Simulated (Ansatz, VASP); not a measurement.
One calculation of SiC, two programs

The input INCAR:

```
  PREC = Accurate
  ENCUT = 600
  EDIFF = 1E-6
  ISMEAR = 0
  SIGMA = 0.1
  LREAL = False
  LASPH = True
  NELM = 120
  ALGO = Normal
  ISIF = 2
  LWAVE = False
  LCHARG = True
  GGA = PE
  LELF = True
  LVHAR = True
  NBANDS = 11
  GGA_COMPAT = False
```

File KPOINTS:

```
regular mesh
0
Gamma
  6 6 6
```

Contents of POSCAR:

```
SiC
1.0
    0.0000000000      2.1769970000      2.1769970000
    2.1769970000      0.0000000000      2.1769970000
    2.1769970000      2.1769970000      0.0000000000
Si C
1 1
Direct
    0.2500000000      0.2500000000      0.2500000000
    0.0000000000      0.0000000000      0.0000000000
```

Input for Ansatz:

```yaml
crystal:
  lattice:
    - [0.0, 2.176997, 2.176997]
    - [2.176997, 0.0, 2.176997]
    - [2.176997, 2.176997, 0.0]
  atoms:
    - { symbol: Si, position: [0.25, 0.25, 0.25] }
    - { symbol: C, position: [0.0, 0.0, 0.0] }
basis:
  ecutwfc: 420
kpoints:
  mp_grid: { grid: [6, 6, 6] }
hamiltonian:
  xc: pbe
scf:
  occupations: { method: gaussian, width: 0.1 }
output:
  forces: true
  stress: true
  eigenvalues: true
```

Alike in both runs: task single point; functional PBE; k mesh 6 × 6 × 6; occupations gaussian, width 0.1 eV; no spin polarisation.

```csv
,VASP,Ansatz
version,VASP 6.6.1,Ansatz 0.2.0
potentials or method,"VASP PAW PBE potentials, release 64 (Si, C), cutoff 600 eV","scalar-relativistic, plane waves, PAW"
valence electrons in the cell,8,8
```

|  | VASP | Ansatz | Ansatz less VASP |
| --- | --- | --- | --- |
| gap on the k mesh at the Fermi level (eV) | 1.35 | 1.35 | +0.002 |
| least direct gap on the mesh (eV) | 4.54 | 4.54 | +0.003 |
| pressure (GPa) | 3.7 | 3.9 | +0.20 |

The functional is the same, so the differences come from potentials, cutoffs and numerics.
